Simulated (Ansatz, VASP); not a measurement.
# One calculation of NaCl, two programs

INCAR

```
SYSTEM = NaCl
ALGO     = Normal         ! electronic algorithm
EDIFF    = 1E-6           ! SCF threshold, eV
ENCUT    = 520            ! plane-wave cutoff, eV
GGA      = PE             ! functional
ISIF     = 2              ! what is computed and relaxed
ISMEAR   = -1             ! smearing method
LASPH    = .True.         ! aspherical terms in the spheres
LCHARG   = .False.        ! write CHGCAR
LREAL    = .False.        ! projectors in reciprocal space
LWAVE    = .False.        ! write WAVECAR
NBANDS   = 14             ! bands
NELM     = 100            ! most SCF steps
PREC     = Accurate       ! precision mode
SIGMA    = 0.02           ! smearing width, eV
```

Contents of KPOINTS:

```
k-points
0
Gamma
  8 8 8
  0 0 0
```

POSCAR

```
NaCl
1.0
    0.0085482314      2.8026988303      2.8026988303
    2.8026988303      0.0085482314      2.8026988303
    2.8112470618      2.8112470618      0.0000000001
Na Cl
1 1
Direct
    0.0000000000      0.0000000000      0.0000000000
    0.5000000000      0.5000000000      0.5000000000
```

Input for Ansatz:

```yaml
crystal:
  lattice:
    - [0.0085482314, 2.8026988303, 2.8026988303]
    - [2.8026988303, 0.0085482314, 2.8026988303]
    - [2.8112470618, 2.8112470618, 1.0e-10]
  atoms:
    - { symbol: Na, position: [0.0, 0.0, 0.0] }
    - { symbol: Cl, position: [0.5, 0.5, 0.5] }
kpoints:
  mp_grid: { grid: [8, 8, 8] }
  band_path:
    path:
      - [0.0, 0.0, 0.0]
      - [0.5, 0.0, 0.5]
      - [0.625, 0.25, 0.625]
      - [0.375, 0.375, 0.75]
      - [0.5, 0.5, 0.5]
      - [0.5, 0.25, 0.75]
    npoints: 1
hamiltonian:
  xc: pbe
scf:
  occupations: { method: fermi_dirac, width: 0.02 }
  n_extra_bands: 4
output:
  forces: true
  stress: true
  eigenvalues: true
  write_density: true
  write_potential: true
  elf: true
  volumetric_format: npy
```

Change from the starting cell: shear_xy strain +0.6%.

Alike in both runs: task single point; functional PBE; k mesh 8 × 8 × 8; occupations fermi-dirac, width 0.02 eV; no spin polarisation.

```csv
,VASP,Ansatz
version,VASP 6.6.1,Ansatz 0.2.0
potentials or method,"VASP PAW PBE potentials, release 64 (Na_pv, Cl)","plane waves, PAW"
plane-wave cutoff (eV),520,420
valence electrons in the cell,14,16
```

Ansatz gave:

```
gap on the k mesh at the Fermi level (eV)                     : 5.17
pressure (GPa)                                                : 1.3
traceless stress, the component that is largest in VASP (GPa) : -0.08
```

Task: What did VASP give for the same quantities?

Result: gap on the k mesh at the Fermi level (eV): 5.17; pressure (GPa): 1.2; traceless stress, the component that is largest in VASP (GPa): -0.08.

VASP's potentials hold 14 valence electrons a cell and Ansatz's 16, so a difference there can come from the potentials and not from the codes.
